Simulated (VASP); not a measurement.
# Cs3C (R-3m) in VASP: notebook, part 2 of 2

VASP 6.6.1. The steps go on from the part before.

## Step 4: Relaxation of cell and atoms, PBE, collinear spin

This run uses another cell than the first one, of 69.39 Å³/atom.

Contents of INCAR:

```
ALGO = Normal
EDIFF = 1E-6
EDIFFG = -0.04
ENCUT = 600
GGA = PE
IBRION = 2
ISIF = 3
ISMEAR = 0
ISPIN = 2
LASPH = True
LCHARG = False
LORBIT = 11
LREAL = False
LWAVE = False
MAGMOM = 0 0 0 1
NELM = 150
NSW = 90
PREC = Accurate
SIGMA = 0.1
```

Contents of KPOINTS:

```
k-points
0
Gamma
  3 3 3
```

Contents of POSCAR:

```
Cs3C
1.0
    3.5140026600      2.0288103800      6.4889439000
   -3.5140026600      2.0288103800      6.4889439000
    0.0000000000     -4.0576207600      6.4889439000
Cs C
3 1
Direct
    0.5000000000      0.5000000000      0.0000000000
    0.0000000000      0.5000000000      0.5000000000
    0.5000000000      0.0000000000      0.5000000000
    0.0000000000      0.0000000000      0.0000000000
```

Potentials or basis: VASP PAW PBE potentials, release 64 (Cs_sv, C).

Launch:

```
cat potpaw_PBE.64/Cs_sv/POTCAR potpaw_PBE.64/C/POTCAR > POTCAR
mpirun -np 1 vasp_std > vasp.out
```

OUTCAR:

```text
EDIFF = 1E-6
   EDIFFG = -0.04
   ENCUT = 600
   GGA = PE
   IBRION = 2
   ISIF = 3
   ISMEAR = 0
   ISPIN = 2
   LASPH = True
   LORBIT = 11
   LREAL = False
   NELM = 150
   NSW = 90
   PREC = Accurate

 ion  position               nearest neighbor table
   1  0.500  0.500  0.000-
   2  0.000  0.500  0.500-
   3  0.500  0.000  0.500-
   4  0.000  0.000  0.000-

  LATTYP: Found a trigonal (rhomboedric) cell.
 ALAT       =     7.6531483188
 COS(alpha) =     0.5783482503

  Lattice vectors:

 A1 = (   3.5140026600,   2.0288103800,   6.4889439000)
 A2 = (  -3.5140026600,   2.0288103800,   6.4889439000)
 A3 = (   0.0000000000,  -4.0576207600,   6.4889439000)

Analysis of symmetry for initial positions (statically):
=====================================================================
 Subroutine PRICEL returns:
 Original cell was already a primitive cell.

 Routine SETGRP: Setting up the symmetry group for a
 trigonal (rhombohedral) supercell.

 Subroutine GETGRP returns: Found 12 space group operations
 (whereof 12 operations were pure point group operations)
 out of a pool of 12 trial point group operations.

The static configuration has the point symmetry D_3d.

Analysis of symmetry for dynamics (positions and initial velocities):
=====================================================================
 Subroutine PRICEL returns:
 Original cell was already a primitive cell.

 Routine SETGRP: Setting up the symmetry group for a
 trigonal (rhombohedral) supercell.

 Subroutine GETGRP returns: Found 12 space group operations
 (whereof 12 operations were pure point group operations)
 out of a pool of 12 trial point group operations.

The dynamic configuration has the point symmetry D_3d.

Analysis of structural, dynamic, and magnetic symmetry:
=====================================================================
 Subroutine PRICEL returns:
 Original cell was already a primitive cell.

 Routine SETGRP: Setting up the symmetry group for a
 trigonal (rhombohedral) supercell.

 Subroutine GETGRP returns: Found 12 space group operations
 (whereof 12 operations were pure point group operations)
 out of a pool of 12 trial point group operations.

The overall configuration has the point symmetry D_3d.

 Subroutine INISYM returns: Found 12 space group operations
 (whereof 12 operations are pure point group operations),
 and found     1 'primitive' translations

----------------------------------------------------------------------------------------

                                     Primitive cell

  volume of cell :     277.5676

  direct lattice vectors                    reciprocal lattice vectors
     3.514002660  2.028810380  6.488943900     0.142287883  0.082149948  0.051369428
    -3.514002660  2.028810380  6.488943900    -0.142287883  0.082149948  0.051369428
     0.000000000 -4.057620760  6.488943900     0.000000000 -0.164299895  0.051369428

  length of vectors
     7.653148319  7.653148319  7.653148317     0.172143178  0.172143178  0.172143178

[... 63 lines left out ...]
   ENCUT  =  600.0 eV  44.10 Ry    6.64 a.u.  15.29 15.29 15.29*2*pi/ulx,y,z
   NELM   =    150;   NELMIN=  2; NELMDL= -5     # of ELM steps
   EDIFF  = 0.1E-05   stopping-criterion for ELM
   LREAL  =      F    real-space projection
   EDIFFG = -.4E-01   stopping-criterion for IOM
   NSW    =     90    number of steps for IOM
   IBRION =      2    ionic relax: 0-MD 1-quasi-New 2-CG
   NFREE  =      1    steps in history (QN), initial steepest desc. (CG)
   ISIF   =      3    stress and relaxation
   ISYM   =      2    0-nonsym 1-usesym 2-fastsym
   POTIM  = 0.5000    time-step for ionic-motion
   TEBEG  =    0.0;   TEEND  =   0.0 temperature during run
   PSTRESS=    0.0 pullay stress
   NELECT =      31.0000    total number of electrons
   NUPDOWN=      -1.0000    fix difference up-down
   EMIN   =  10.00;   EMAX   =-10.00  energy-range for DOS
   EFERMI =   0.00;   METHOD = LEGACY
   ISMEAR =     0;   SIGMA  =   0.10  broadening in eV -4-tet -1-fermi 0-gaus
   EFERMI_NEDOS =   21; number of points for ismear=-14 and -15
   IALGO  =     38    algorithm
   IMIX   =      4    mixing-type and parameters
     AMIX     =   0.40;   BMIX     =  1.00
     AMIX_MAG =   1.60;   BMIX_MAG =  1.00
  volume/ion in A,a.u.               =      69.39       468.28
  Fermi-wavevector in a.u.,A,eV,Ry     =   0.788386  1.489834  8.456744  0.621553
  Thomas-Fermi vector in A             =   1.893318
   LORBIT       =     11    0 simple, 1 ext, 2 COOP (PROOUT), +10 PAW based schemes
   GGA     = PE    functional components
   LHFCALC =     F    Hartree Fock is set to
   AEXX    =    0.0000 exact exchange contribution
   IVDW    =     0    specifies the selected vdW correction
   LEPSILON=     F    determine dielectric tensor
   LRPA    =     F    only Hartree local field effects (RPA)
 conjugate gradient relaxation of ions
 spin polarized calculation
 Gauss-broadening in eV      SIGMA  =   0.10
  energy-cutoff  :      600.00
  volume of cell :      277.57
 maximum number of plane-waves:      9278
 NGX is ok and might be reduce to    64
   NGX = 31   NGY = 31   NGZ = 31

--------------------------------------- Ionic step        1  -------------------------------------------

 number of electron      30.9999999 magnetization       2.3230160

 Free energy of the ion-electron system (eV)
  ---------------------------------------------------
  ext. energy  EPLUGINS =         0.00000000
  ---------------------------------------------------
  free energy    TOTEN  =        -4.85617955 eV

  energy without entropy =       -4.82972579  energy(sigma->0) =       -4.84295267

------------------------ aborting loop because EDIFF is reached ----------------------------------------

  FORCE on cell =-STRESS in cart. coord.  units (eV):
  Direction    XX          YY          ZZ          XY          YZ          ZX
  --------------------------------------------------------------------------------------
  -------------------------------------------------------------------------------------
  Total        3.7269820      3.7269820     -1.2172391      0.0000000      0.0000000     -0.0000000
  in kB       21.5129054     21.5129054     -7.0261541      0.0000000      0.0000000     -0.0000000
  external PRESSURE =      11.9998856 kB  Pullay stress =       0.0000000 kB
[... 95 lines left out ...]
  FREE ENERGIE OF THE ION-ELECTRON SYSTEM (eV)
  ---------------------------------------------------
  free  energy   TOTEN  =        -5.6207740279 eV

  energy  without entropy=       -5.6078845123  energy(sigma->0) =       -5.61432927

[... ionic steps 4 to 8 ...]

--------------------------------------- Ionic step        9  -------------------------------------------

 number of electron      31.0000000 magnetization       1.0764846

------------------------ aborting loop because EDIFF is reached ----------------------------------------
[... 71 lines left out ...]
--------------------------------------- Ionic step       11  -------------------------------------------

 number of electron      31.0000000 magnetization       2.6748521

 Free energy of the ion-electron system (eV)
  ---------------------------------------------------
  ext. energy  EPLUGINS =         0.00000000
  ---------------------------------------------------
  free energy    TOTEN  =        -6.14278873 eV

  energy without entropy =       -6.12257317  energy(sigma->0) =       -6.13268095

 E-fermi :   1.7074     XC(G=0):  -6.7528

 val. band max:        1.4372671783   @ k =  -0.3333   0.3333   0.3333
 cond. band min:       1.7153127911   @ k =   0.3333   0.3333   0.3333
 fundamental gap:      0.2780456128
 Fermi energy:         1.7073570920

 spin component 1

 k-point     1 :       0.0000    0.0000    0.0000
  band No.  band energies     occupation
      1     -22.2439      1.00000
      2     -22.1291      1.00000
      3     -22.1291      1.00000
      4      -9.3691      1.00000
      5      -9.3681      1.00000
      6      -9.3681      1.00000
[... 114 lines left out ...]
      6      -9.2050      1.00000
[... 12 lines left out ...]
     19       2.6259      0.00000
     20       3.1268      0.00000
 Fermi energy:         1.7073570920

 spin component 2

 k-point     1 :       0.0000    0.0000    0.0000
  band No.  band energies     occupation
      1     -22.2239      1.00000
      2     -22.1095      1.00000
      3     -22.1095      1.00000
      4      -9.3427      1.00000
      5      -9.3417      1.00000
      6      -9.3417      1.00000
[... 158 lines left out ...]
  FREE ENERGIE OF THE ION-ELECTRON SYSTEM (eV)
  ---------------------------------------------------
  free  energy   TOTEN  =        -6.1427887336 eV

  energy  without entropy=       -6.1225731692  energy(sigma->0) =       -6.13268095

 reached required accuracy - stopping structural energy minimisation

 total charge

# of ion       s       p       d       tot
------------------------------------------
    1        1.857   4.667   0.033   6.557
    2        1.857   4.667   0.033   6.557
    3        1.857   4.667   0.033   6.557
    4        0.970   1.079   0.000   2.049
--------------------------------------------------
tot          6.540  15.080   0.098  21.719

 magnetization (x)

# of ion       s       p       d       tot
------------------------------------------
    1       -0.001   0.014   0.015   0.028
    2       -0.001   0.014   0.015   0.028
    3       -0.001   0.014   0.015   0.028
    4        0.037   0.904   0.000   0.940
--------------------------------------------------
tot          0.032   0.945   0.046   1.023
```

OSZICAR:

```text
N       E                     dE             d eps       ncg     rms          rms(c)
DAV:   1     0.260233461007E+03    0.26023E+03   -0.12123E+04   480   0.134E+03
DAV:   2     0.268905545591E+02   -0.23334E+03   -0.22731E+03   676   0.227E+02
[... 185 lines left out ...]
DAV:   8    -0.614274325777E+01   -0.18347E-03   -0.72010E-04   576   0.104E-01    0.322E-02
DAV:   9    -0.614277790913E+01   -0.34651E-04   -0.83088E-05   640   0.404E-02    0.205E-02
DAV:  10    -0.614278667742E+01   -0.87683E-05   -0.16587E-04   568   0.589E-02    0.106E-02
DAV:  11    -0.614278731879E+01   -0.64137E-06   -0.13027E-05   580   0.182E-02    0.538E-03
DAV:  12    -0.614278849888E+01   -0.11801E-05   -0.13087E-05   564   0.121E-02    0.363E-03
DAV:  13    -0.614278873357E+01   -0.23469E-06   -0.21551E-06   496   0.653E-03
  11 F= -.61427887E+01 E0= -.61326810E+01  d E =-.475762E+00  mag=     2.6744
```

CONTCAR:

```text
Cs3C
   1.00000000000000
     4.3428035864379657    2.5073188168973726    3.5473217618245783
    -4.3428035864379657    2.5073188168973726    3.5473217618245783
    -0.0000000000000000   -5.0146376337947451    3.5473217618245783
  Cs              C
     3     1
Direct
     0.5000000000000000    0.5000000000000000    0.0000000000000000
     0.0000000000000000    0.5000000000000000    0.5000000000000000
     0.5000000000000000    0.0000000000000000    0.5000000000000000
     0.0000000000000000    0.0000000000000000    0.0000000000000000

  0.00000000E+00  0.00000000E+00  0.00000000E+00
  0.00000000E+00  0.00000000E+00  0.00000000E+00
  0.00000000E+00  0.00000000E+00  0.00000000E+00
  0.00000000E+00  0.00000000E+00  0.00000000E+00
```

It took 22 min on 1 thread of Intel Xeon Platinum 8559C (Emerald Rapids), shared host; peak memory 0.81 GiB.

What came out:

```
Free energy                                           : -6.1428 eV
Relaxed volume                                        : 57.94 Å³/atom
Relaxed cell                                          : a = 6.142 Å, b = 6.142 Å, c = 6.142 Å, α = 89.98°, β = 89.98°, γ = 89.98°
Space group after relaxing (to 0.1 Å)                 : Pm-3m (No. 221)
Energy gained by relaxing                             : 321.7 meV/atom
Ionic steps                                           : 11
Pressure after relaxing                               : 0.0 GPa
Net moment                                            : 2.67 μB per cell
Site moments                                          : Cs +0.03; C +0.94 μB
Valence electrons inside the program's atomic spheres : Cs 6.56; C 2.05
```

The path:
| step | energy change (eV) | largest force (eV/Å) | pressure (GPa) | volume (Å³) |
| --- | --- | --- | --- | --- |
| 1 | 0.0000 | 0.0000 | 1.20 | 277.57 |
| 2 | -0.2982 | 0.0000 | 0.76 | 298.63 |
| 3 | -0.7646 | 0.0000 | 0.02 | 363.67 |
| 4 | -0.8091 | 0.0000 | -0.18 | 389.01 |
| 5 | -0.8108 | 0.0000 | -0.21 | 393.37 |
| 6 | -0.8434 | 0.0000 | -0.22 | 382.47 |
| 7 | -0.9541 | 0.0000 | -0.25 | 349.84 |
| 8 | -1.1930 | 0.0000 | -0.21 | 284.84 |
| 9 | -0.7005 | 0.0000 | 2.28 | 155.88 |
| 10 | -1.2623 | 0.0000 | -0.14 | 258.73 |
| 11 | -1.2866 | 0.0000 | -0.02 | 231.76 |

Final structure:
```
Cs C
1.0
     4.34280    2.50732    3.54732
    -4.34280    2.50732    3.54732
     0.00000   -5.01464    3.54732
Cs C
3 1
Cartesian
  0.0000 2.5073 3.5473
  -2.1714 -1.2537 3.5473
  2.1714 -1.2537 3.5473
  0.0000 0.0000 0.0000
```

Levels at points of the mesh, in eV from the Fermi level:
Spin up:
```
           k point  band 14  band 15  band 16  band 17  band 18  band 19  band 20
(0.00, 0.00, 0.00)    -1.65    -1.12    -1.12    -1.12     0.17     0.89     1.13
```
Spin down:
```tsv
k point	band 10	band 11	band 12	band 13	band 14	band 15	band 16	band 17	band 18	band 19
(0.00, 0.00, 0.00)	-10.38	-10.38	-10.38	-6.78	-1.07	0.53	0.75	0.75	0.92	0.92
```

Caveat: the k points lie up to 0.34 Å⁻¹ apart in the final cell; the volume moved by over 15 % at a fixed basis, so the end points are rough; spin-orbit coupling is left out, which moves the levels of the heavy elements.

## Step 5: The runs side by side

| task | cell | cutoff (eV) | gap on the mesh (eV) | pressure (GPa) | moment (μB) |
| --- | --- | --- | --- | --- | --- |
| single point | a = 5.942 Å, angles 88.7°, 4 atoms | 520 | none | 0.1 | 2.08 |
| single point | a = 7.653 Å, angles 54.7°, 4 atoms | 520 | none | 1.2 | 2.32 |
| relaxation of cell and atoms | relaxed from a = 7.653 Å, angles 54.7°, 4 atoms | 600 | none | 0.0 | 2.67 |

Alike in all rows: level PBE; potentials or basis VASP PAW PBE potentials, release 64 (Cs_sv, C); spin collinear; k mesh 3 × 3 × 3; smearing gaussian 0.1 eV.

Caveats: some runs use coarse meshes; spin-orbit coupling is left out, which moves the levels of the heavy elements; the volume moved by over 15 % at a fixed basis, so the end points are rough (at least some runs).

Absolute energies hang on the potentials; compare differences alone.

The gap in the log of VASP goes by the Fermi energy; the results here count the filled bands.